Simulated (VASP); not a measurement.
Runs of VASP 6.6.1 on C. The structure is that of space group Fm-3m (No. 225), or close to it. The cells are those of the table. 

```tsv
task	cell	k mesh for the DOS	occupations for the DOS	gap on the mesh (eV)	pressure (GPa)
single point	a = 1.935 Å, angles 60.0°, 1 atom	-	-	none	103.2
single point	a = 2.179 Å, angles 60.0°, 1 atom	-	-	none	0.1
single point	a = 1.838 Å, angles 60.0°, 1 atom	-	-	none	(b)
single point	a = 1.729 Å, angles 60.0°, 1 atom	-	-	none	362.9
single point	a = 2.023 Å, angles 60.0°, 1 atom	-	-	none	(a)
single point	a = 2.104 Å, angles 60.0°, 1 atom	-	-	none	19.2
```

Alike in all rows: level PBE; potentials or basis VASP PAW PBE potentials, release 64 (C); no spin polarisation; k mesh 22 × 22 × 22; cutoff (eV) 520; smearing fermi-dirac 0.1 eV.

Question: Estimate the missing entries.

Answer: (a) 51.1; (b) 194.9.

A gap of «none» marks levels without a gap at the run's occupations.
